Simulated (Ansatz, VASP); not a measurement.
## Two plane-wave programs on B

```
CELL_PARAMETERS angstrom
3.91415 0.00000 0.00000
0.00000 4.31763 0.00000
0.00000 0.00000 3.45974
ATOMIC_POSITIONS crystal
B 0.00000 0.00000 0.74676
B 0.50000 0.50000 0.75324
B 0.00000 0.00000 0.25324
B 0.50000 0.50000 0.24676
B 0.63502 0.84392 0.00000
B 0.36498 0.15608 0.00000
B 0.13502 0.65608 0.50000
B 0.86498 0.34392 0.50000
```

Alike in both runs: functional PBE; k mesh 6 × 4 × 4; occupations gaussian, width 0.1 eV; no spin polarisation.

Ansatz relaxed the structure, and its values are those at the end. VASP's run is a single point on that final structure, the one shown.

```csv
,VASP,Ansatz
version,VASP 6.6.1,Ansatz 0.2.0
potentials or method,"VASP PAW PBE potentials, release 64 (B), cutoff 500 eV","scalar-relativistic, plane waves, PAW"
valence electrons in the cell,24,24
```

```tsv
	VASP	Ansatz	Ansatz less VASP
gap on the k mesh at the Fermi level (eV)	none	none	-
pressure (GPa)	0.1	0.1	-0.03
rms of the force components (eV/Å)	0.005	0.002	-0.0026
```

A gap of «none» marks a metal or a gap that the smearing closes.

The k mesh is coarse, so the values compare programs but aren't converged.
